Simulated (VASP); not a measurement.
# Rb2PdC2 (P-3m1) in VASP: a series of runs

The runs below take Rb2PdC2 through single point, with LDA.

All numbers are computed with VASP 6.6.1; they aren't measurements. Logs are shortened: lines on timing, memory, paths and dates and some standing lists are left out, and cuts for length are marked.

### 1 The cell of the first run

The structure is trigonal, space group P-3m1 (No. 164). Conventional cell: a = 5.058 Å, b = 5.058 Å, c = 5.172 Å, α = 90.00°, β = 90.00°, γ = 120.00°. Within 3.9 Å of Rb (site symmetry 3m) lie 6 C at 2.96 to 3.41 Å and 3 Pd at 3.26 Å and 3 Rb at 3.70 Å. Within 2.6 Å of Pd (site symmetry -3m) lie 2 C at 1.96 Å. C (site symmetry 3m) has 1 C at 1.26 Å within 1.7 Å.

### 2 Single point, LDA (22.92 Å³/atom)

Input file INCAR:

```
PREC     = Accurate       # precision mode
ENCUT    = 520            # plane-wave cutoff, eV
EDIFF    = 1E-7           # SCF threshold, eV
ISMEAR   = 0              # smearing method
SIGMA    = 0.02           # smearing width, eV
LREAL    = False          # projectors in reciprocal space
LASPH    = True           # aspherical terms in the spheres
NELM     = 80             # most SCF steps
ALGO     = Normal         # electronic algorithm
ISIF     = 2              # what is computed and relaxed
LWAVE    = False          # write WAVECAR
LCHARG   = False          # write CHGCAR
GGA      = CA             # functional
NBANDS   = 26             # bands
```

Input file KPOINTS:

```
Automatic mesh
0
Gamma
  6 6 6
```

Input file POSCAR:

```
Rb2PdC2
1.0
    5.0579623099      0.0000000000      0.0000000000
   -2.5289811549      4.3803238518      0.0000000000
    0.0000000000      0.0000000000      5.1721527966
Rb Pd C
2 1 2
Direct
    0.3333333333      0.6666666667      0.2810316933
    0.6666666667      0.3333333333      0.7189683067
    0.0000000000      0.0000000000      0.0000000000
    0.0000000000      0.0000000000      0.3784678024
    0.0000000000      0.0000000000      0.6215321976
```

Potentials or basis: VASP PAW LDA potentials, release 64 (Rb_sv, Pd, C).

Started as:

```console
$ cat potpaw_LDA.64/Rb_sv/POTCAR potpaw_LDA.64/Pd/POTCAR potpaw_LDA.64/C/POTCAR > POTCAR
$ mpirun -np 1 vasp_std > vasp.out
```

OUTCAR:

```text
PREC = Accurate
   ENCUT = 520
   EDIFF = 1E-7
   ISMEAR = 0
   LREAL = False
   LASPH = True
   NELM = 80
   ISIF = 2
   GGA = CA

 ion  position               nearest neighbor table
   1  0.333  0.667  0.281-   4 2.96   4 2.96   4 2.96   3 3.26   3 3.26   3 3.26   5 3.41   5 3.41
                             5 3.41   2 3.70   2 3.70   2 3.70   2 4.12   2 4.12   2 4.12
   2  0.667  0.333  0.719-   5 2.96   5 2.96   5 2.96   3 3.26   3 3.26   3 3.26   4 3.41   4 3.41
                             4 3.41   1 3.70   1 3.70   1 3.70   1 4.12   1 4.12   1 4.12
   3  0.000  0.000  0.000-   4 1.96   5 1.96   1 3.26   2 3.26   2 3.26   1 3.26   2 3.26   1 3.26

   4  0.000  0.000  0.378-   5 1.26   3 1.96   1 2.96   1 2.96   1 2.96   2 3.41   2 3.41   2 3.41

   5  0.000  0.000  0.622-   4 1.26   3 1.96   2 2.96   2 2.96   2 2.96   1 3.41   1 3.41   1 3.41

  LATTYP: Found a hexagonal cell.
 ALAT       =     5.0579623099
 C/A-ratio  =     1.0225763815

  Lattice vectors:

 A1 = (   5.0579623099,   0.0000000000,   0.0000000000)
 A2 = (  -2.5289811549,   4.3803238518,   0.0000000000)
 A3 = (   0.0000000000,   0.0000000000,   5.1721527966)

Analysis of symmetry for initial positions (statically):
=====================================================================
 Subroutine PRICEL returns:
 Original cell was already a primitive cell.

 Routine SETGRP: Setting up the symmetry group for a
 hexagonal supercell.

 Subroutine GETGRP returns: Found 12 space group operations
 (whereof 12 operations were pure point group operations)
 out of a pool of 24 trial point group operations.

The static configuration has the point symmetry D_3d.

Analysis of symmetry for dynamics (positions and initial velocities):
=====================================================================
 Subroutine PRICEL returns:
 Original cell was already a primitive cell.

 Routine SETGRP: Setting up the symmetry group for a
 hexagonal supercell.

 Subroutine GETGRP returns: Found 12 space group operations
 (whereof 12 operations were pure point group operations)
 out of a pool of 24 trial point group operations.

The dynamic configuration has the point symmetry D_3d.

 Subroutine INISYM returns: Found 12 space group operations
 (whereof 12 operations are pure point group operations),
 and found     1 'primitive' translations

----------------------------------------------------------------------------------------

                                     Primitive cell

  volume of cell :     114.5917

  direct lattice vectors                    reciprocal lattice vectors
     5.057962310  0.000000000  0.000000000     0.197708077  0.114146811  0.000000000
    -2.528981155  4.380323852  0.000000000     0.000000000  0.228293623  0.000000000
     0.000000000  0.000000000  5.172152797     0.000000000  0.000000000  0.193343089

  length of vectors
     5.057962310  5.057962310  5.172152797     0.228293623  0.228293623  0.193343089

  position of ions in fractional coordinates (direct lattice)
     0.333333333  0.666666667  0.281031693
     0.666666667  0.333333333  0.718968307
     0.000000000  0.000000000  0.000000000
     0.000000000  0.000000000  0.378467802
     0.000000000  0.000000000  0.621532198

  ion indices of the primitive-cell ions
   primitive index   ion index
                 1           1
                 2           2
                 3           3
                 4           4
                 5           5

----------------------------------------------------------------------------------------

 KPOINTS: Automatic mesh

Automatic generation of k-mesh.
 Grid dimensions read from file:
 generate k-points for:    6    6    6

 Generating k-lattice:

  Cartesian coordinates                     Fractional coordinates (reciprocal lattice)
     0.032951346  0.019024469  0.000000000     0.166666667  0.000000000  0.000000000
     0.000000000  0.038048937  0.000000000     0.000000000  0.166666667  0.000000000
     0.000000000  0.000000000  0.032223848     0.000000000  0.000000000  0.166666667

  Length of vectors
     0.038048937  0.038048937  0.032223848

  Shift w.r.t. Gamma in fractional coordinates (k-lattice)
     0.000000000  0.000000000  0.000000000

 Subroutine IBZKPT returns following result:
 ===========================================

 Found     34 irreducible k-points:

 Following reciprocal coordinates:
            Coordinates               Weight
  0.000000  0.000000  0.000000      1.000000
  0.166667 -0.000000  0.000000      6.000000
  0.333333 -0.000000  0.000000      6.000000
  0.500000  0.000000  0.000000      3.000000
  0.166667  0.166667  0.000000      6.000000
  0.333333  0.166667  0.000000     12.000000
[... 16 lines left out ...]
  0.500000  0.000000  0.333333      6.000000
  0.166667  0.166667  0.333333     12.000000
 [... further k-points ...]
   k-points           NKPTS =     34   k-points in BZ     NKDIM =     34   number of bands    NBANDS=     26
   number of dos      NEDOS =    301   number of ions     NIONS =      5
   total plane-waves  NPLWV =  64000
   dimension x,y,z NGX =    40 NGY =   40 NGZ =   40
   dimension x,y,z NGXF=    80 NGYF=   80 NGZF=   80
   ions per type =               2   1   2
   NGX,Y,Z   is equivalent  to a cutoff of  13.15, 13.15, 12.86 a.u.
   NGXF,Y,Z  is equivalent  to a cutoff of  26.29, 26.29, 25.71 a.u.
 SYSTEM =  unknown system
   PREC   = accura    normal or accurate (medium, high low for compatibility)
   ISTART =      0    job   : 0-new  1-cont  2-samecut
   ICHARG =      2    charge: 1-file 2-atom 10-const
   ISPIN  =      1    spin polarized calculation?
   LNONCOLLINEAR =      F non collinear calculations
   LSORBIT =      F    spin-orbit coupling
   LASPH  =      T    aspherical Exc in radial PAW
   ENCUT  =  520.0 eV  38.22 Ry    6.18 a.u.   9.40  9.40  9.62*2*pi/ulx,y,z
   NELM   =     80;   NELMIN=  2; NELMDL= -5     # of ELM steps
   EDIFF  = 0.1E-06   stopping-criterion for ELM
   LREAL  =      F    real-space projection
   EDIFFG = 0.1E-05   stopping-criterion for IOM
   NSW    =      0    number of steps for IOM
   IBRION =     -1    ionic relax: 0-MD 1-quasi-New 2-CG
   NFREE  =      0    steps in history (QN), initial steepest desc. (CG)
   ISIF   =      2    stress and relaxation
   ISYM   =      2    0-nonsym 1-usesym 2-fastsym
   POTIM  = 0.5000    time-step for ionic-motion
   TEBEG  =    0.0;   TEEND  =   0.0 temperature during run
   PSTRESS=    0.0 pullay stress
   NELECT =      36.0000    total number of electrons
   NUPDOWN=      -1.0000    fix difference up-down
   EMIN   =  10.00;   EMAX   =-10.00  energy-range for DOS
   EFERMI =   0.00;   METHOD = LEGACY
   ISMEAR =     0;   SIGMA  =   0.02  broadening in eV -4-tet -1-fermi 0-gaus
   EFERMI_NEDOS =   21; number of points for ismear=-14 and -15
   IALGO  =     38    algorithm
   IMIX   =      4    mixing-type and parameters
     AMIX     =   0.40;   BMIX     =  1.00
     AMIX_MAG =   1.60;   BMIX_MAG =  1.00
  volume/ion in A,a.u.               =      22.92       154.66
  Fermi-wavevector in a.u.,A,eV,Ry     =   1.112905  2.103085 16.851587  1.238557
  Thomas-Fermi vector in A             =   2.249484
   LORBIT       =      0    0 simple, 1 ext, 2 COOP (PROOUT), +10 PAW based schemes
   GGA     = CA    functional components
   LHFCALC =     F    Hartree Fock is set to
   AEXX    =    0.0000 exact exchange contribution
   IVDW    =     0    specifies the selected vdW correction
   LEPSILON=     F    determine dielectric tensor
   LRPA    =     F    only Hartree local field effects (RPA)
 non-spin polarized calculation
 Gauss-broadening in eV      SIGMA  =   0.02
  energy-cutoff  :      520.00
  volume of cell :      114.59
 maximum number of plane-waves:      3120
 NGX is ok and might be reduce to    40
   NGX = 19   NGY = 19   NGZ = 19

 number of electron      36.0000001 magnetization

 Free energy of the ion-electron system (eV)
  ---------------------------------------------------
  ext. energy  EPLUGINS =         0.00000000
  ---------------------------------------------------
  free energy    TOTEN  =       -28.44837348 eV

  energy without entropy =      -28.44837348  energy(sigma->0) =      -28.44837348

 E-fermi :   1.7407     XC(G=0):  -9.1700

 val. band max:        1.6318292943   @ k =   0.5000   0.0000   0.5000
 cond. band min:       3.2135366694   @ k =   0.5000   0.0000   0.5000
 fundamental gap:      1.5817073752
 Fermi energy:         1.7406622243

 k-point     1 :       0.0000    0.0000    0.0000
  band No.  band energies     occupation
      1     -24.7086      2.00000
      2     -24.5691      2.00000
      3     -11.4333      2.00000
      4      -9.1788      2.00000
      5      -9.0552      2.00000
      6      -9.0552      2.00000
[... 18 lines left out ...]
     25       7.8992      0.00000
     26       7.8992      0.00000

 k-point     2 :       0.1667   -0.0000    0.0000
  band No.  band energies     occupation
      1     -24.6991      2.00000
      2     -24.5765      2.00000
      3     -11.4782      2.00000
      4      -9.1759      2.00000
      5      -9.0957      2.00000
      6      -9.0632      2.00000
[... 18 lines left out ...]
     25       8.2408      0.00000
     26       8.7350      0.00000

 k-point     3 :       0.3333   -0.0000    0.0000
  band No.  band energies     occupation
      1     -24.6753      2.00000
      2     -24.5959      2.00000
      3     -11.5699      2.00000
      4      -9.1634      2.00000
      5      -9.1573      2.00000
      6      -8.9786      2.00000
[... 572 lines left out ...]
 k-point    23 :       0.5000    0.0000    0.3333
  band No.  band energies     occupation
      1     -24.6493      2.00000
      2     -24.6179      2.00000
      3     -11.5048      2.00000
      4      -9.3051      2.00000
      5      -9.1185      2.00000
      6      -9.0785      2.00000
[... 18 lines left out ...]
     25       8.0612      0.00000
     26       8.1609      0.00000

 k-point    24 :       0.1667    0.1667    0.3333
  band No.  band energies     occupation
      1     -24.6669      2.00000
      2     -24.6038      2.00000
      3     -11.4435      2.00000
      4      -9.2847      2.00000
      5      -9.0924      2.00000
      6      -8.9295      2.00000
[... 18 lines left out ...]
     25       7.8491      0.00000
     26       8.3768      0.00000

 [... further k-points ...]

------------------------ aborting loop because EDIFF is reached ----------------------------------------

  FORCE on cell =-STRESS in cart. coord.  units (eV):
  Direction    XX          YY          ZZ          XY          YZ          ZX
  --------------------------------------------------------------------------------------
  -------------------------------------------------------------------------------------
  Total        1.6625113      1.6625113      1.7844866      0.0000000      0.0000000      0.0000000
  in kB       23.2445982     23.2445983     24.9500096      0.0000000      0.0000000      0.0000000
  external PRESSURE =      23.8130687 kB  Pullay stress =       0.0000000 kB

 VOLUME and BASIS-vectors are now :
 -----------------------------------------------------------------------------
  energy-cutoff  :      520.00
  volume of cell :      114.59
      direct lattice vectors                 reciprocal lattice vectors
     5.057962310  0.000000000  0.000000000     0.197708077  0.114146811  0.000000000
    -2.528981155  4.380323852  0.000000000     0.000000000  0.228293623  0.000000000
     0.000000000  0.000000000  5.172152797     0.000000000  0.000000000  0.193343089

 POSITION                                       TOTAL-FORCE (eV/Angst)
 -----------------------------------------------------------------------------------
     -0.00000      2.92022      1.45354        -0.000000     -0.000000      0.001410
      2.52898      1.46011      3.71861         0.000000      0.000000     -0.001410
      0.00000      0.00000      0.00000         0.000000      0.000000      0.000000
      0.00000      0.00000      1.95749        -0.000000      0.000000     -0.052232
      0.00000      0.00000      3.21466         0.000000     -0.000000      0.052232
 -----------------------------------------------------------------------------------
    total drift:                               -0.000000     -0.000000      0.000000

  FREE ENERGIE OF THE ION-ELECTRON SYSTEM (eV)
  ---------------------------------------------------
  free  energy   TOTEN  =       -28.4483734803 eV

  energy  without entropy=      -28.4483734803  energy(sigma->0) =      -28.44837348
```

Run time: 3.3 min. Hardware: 1 thread of Intel Xeon 8259CL, shared host; peak memory 0.26 GiB.

What came out:

| Property | Result |
| --- | --- |
| Free energy | -28.4484 eV |
| Pressure | 2.4 GPa |
| Largest force | 0.052 eV/Å |
| Band gap on the k mesh | 1.58 eV |

Forces in eV/Å, atoms in the order of the input:
```
Rb   0.000  0.000  0.001
Rb   0.000  0.000 -0.001
Pd   0.000  0.000  0.000
C    0.000  0.000 -0.052
C    0.000  0.000  0.052
```

Stress tensor (GPa, compression positive):
```
2.32 0.00 0.00
0.00 2.32 0.00
0.00 0.00 2.50
```

### 3 Single point, LDA (23.65 Å³/atom)

This run uses another cell than the first one, of 23.65 Å³/atom.

Input file INCAR:

```
PREC = Accurate ; ENCUT = 520
EDIFF = 1E-6 ; ISMEAR = 0
SIGMA = 0.02 ; LREAL = False
LASPH = True ; NELM = 100
ALGO = Normal ; ISIF = 2
LWAVE = False ; LCHARG = False
NBANDS = 26
```

Input file KPOINTS:

```
regular mesh
0
Gamma
  6 6 6
```

Input file POSCAR:

```
Rb2PdC2
1.0
    5.1319689631      0.0000000000      0.0000000000
   -2.5659844815      4.4444154935      0.0000000000
    0.0000000000      0.0000000000      5.1843983329
Rb Pd C
2 1 2
Direct
    0.3333333333      0.6666666667      0.2801875997
    0.6666666667      0.3333333333      0.7198124003
    0.0000000000      0.0000000000      0.0000000000
    0.0000000000      0.0000000000      0.3785309197
    0.0000000000      0.0000000000      0.6214690803
```

Potentials or basis: VASP PAW LDA potentials, release 64 (Rb_sv, Pd, C).

Started as:

```console
$ cat potpaw_LDA.64/Rb_sv/POTCAR potpaw_LDA.64/Pd/POTCAR potpaw_LDA.64/C/POTCAR > POTCAR
$ mpirun -np 1 vasp_std > vasp.out
```

Run time: 4 min. Hardware: 1 thread of Intel Xeon 8259CL, shared host; peak memory 0.27 GiB.

It converged, with:

```yaml
Free_energy: -28.4882 eV
Pressure: 1.2 GPa
Largest_force: 0.051 eV/Å
Band_gap_on_the_k_mesh: 1.55 eV
```

Forces on the atoms (eV/Å):
```
Rb   0.000  0.000  0.001
Rb   0.000  0.000 -0.001
Pd   0.000  0.000  0.000
C    0.000  0.000 -0.051
C    0.000  0.000  0.051
```

Stress tensor (GPa, compression positive):
```
1.10 0.00 0.00
0.00 1.10 0.00
0.00 0.00 1.28
```

Levels at points of the mesh, in eV from the valence-band top:
| k point | band 14 | band 15 | band 16 | band 17 | band 18 | band 19 | band 20 | band 21 | band 22 | band 23 |
| --- | --- | --- | --- | --- | --- | --- | --- | --- | --- | --- |
| (0.00, 0.00, 0.00) | -2.13 | -2.13 | -1.52 | -1.25 | -1.25 | 3.78 | 4.11 | 5.08 | 5.08 | 5.43 |
| (0.50, 0.00, 0.00) | -2.16 | -2.03 | -1.35 | -1.21 | -0.51 | 2.42 | 3.26 | 4.29 | 5.40 | 5.81 |
| (0.00, 0.00, 0.50) | -1.27 | -1.25 | -1.25 | -0.04 | -0.04 | 2.23 | 2.23 | 4.03 | 4.97 | 6.19 |
| (0.50, 0.00, 0.50) | -1.29 | -1.23 | -0.86 | -0.05 | 0.00 | 1.55 | 2.89 | 4.77 | 4.92 | 5.40 |

### 4 Single point, LDA

This run uses another cell than the first one, of 24.38 Å³/atom.

Input file INCAR:

```
SYSTEM = Rb2PdC2
ALGO = Normal ; EDIFF = 1E-7
ENCUT = 520 ; ISIF = 2
ISMEAR = 0 ; LASPH = .True.
LCHARG = .False. ; LREAL = .False.
LWAVE = .False. ; NBANDS = 26
NELM = 100 ; PREC = Accurate
SIGMA = 0.02
```

Input file KPOINTS:

```
k-points
0
Gamma
  6 6 6
  0 0 0
```

Input file POSCAR:

```
Rb2PdC2
1.0
    5.2049722283      0.0000000000      0.0000000000
   -2.6024861142      4.5076381757      0.0000000000
    0.0000000000      0.0000000000      5.1958647434
Rb Pd C
2 1 2
Direct
    0.3333333333      0.6666666667      0.2793194133
    0.6666666667      0.3333333333      0.7206805867
    0.0000000000      0.0000000000      0.0000000000
    0.0000000000      0.0000000000      0.3785987409
    0.0000000000      0.0000000000      0.6214012591
```

Started as:

```console
$ cat potpaw_LDA.64/Rb_sv/POTCAR potpaw_LDA.64/Pd/POTCAR potpaw_LDA.64/C/POTCAR > POTCAR
$ mpirun -np 1 vasp_std > vasp.out
```

Wall time 3.6 min (1 thread of Intel Xeon 8259CL, shared host); peak memory 0.27 GiB.

The run converged. Its results:

```
Free energy            : -28.5025 eV
Pressure               : 0.1 GPa
Largest force          : 0.054 eV/Å
Band gap on the k mesh : 1.52 eV
```

Forces on the atoms (eV/Å):
```
Rb   0.000  0.000  0.001
Rb   0.000  0.000 -0.001
Pd   0.000  0.000  0.000
C    0.000  0.000 -0.054
C    0.000  0.000  0.054
```

Stress tensor (GPa, compression positive):
```
0.09 0.00 0.00
0.00 0.09 0.00
0.00 0.00 0.26
```

Levels at points of the mesh, in eV from the valence-band top:
```tsv
k point	band 15	band 16	band 17	band 18	band 19	band 20	band 21	band 22
(0.00, 0.00, 0.00)	-2.09	-1.52	-1.22	-1.22	3.72	3.94	5.05	5.05
(0.50, 0.00, 0.00)	-2.00	-1.32	-1.19	-0.54	2.36	3.21	4.25	5.30
(0.00, 0.00, 0.50)	-1.23	-1.23	-0.03	-0.03	2.23	2.23	3.87	4.85
(0.50, 0.00, 0.50)	-1.20	-0.87	-0.03	0.00	1.52	2.83	4.68	4.82
```

[end of part 1 of 2]
